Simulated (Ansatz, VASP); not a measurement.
ZnSe: VASP beside Ansatz

```
Zn Se
1.0
     0.00000    2.83244    2.83244
     2.83244    0.00000    2.83244
     2.83244    2.83244    0.00000
Zn Se
1 1
Direct
  0.00000 0.00000 0.00000
  0.25000 0.25000 0.25000
```

Alike in both runs: functional r2SCAN; k mesh 9 × 9 × 9; no spin polarisation.

Ansatz relaxed the structure, and its values are those at the end. VASP's run is a single point on that final structure, the one shown.

```csv
,VASP,Ansatz
version,VASP 6.6.1,Ansatz 0.2.0
potentials or method,"VASP PAW PBE potentials, release 64 (Zn, Se), cutoff 520 eV",plane-wave PAW DFT
occupations,"gaussian, width 0.01 eV",fixed
valence electrons in the cell,18,28
```

|  | VASP | Ansatz | Ansatz less VASP |
| --- | --- | --- | --- |
| pressure (GPa) | 0.1 | 0.0 | -0.08 |

VASP's potentials were made for PBE, not for r2SCAN. VASP's potentials hold 18 valence electrons a cell and Ansatz's 28, so a difference there can come from the potentials and not from the codes.
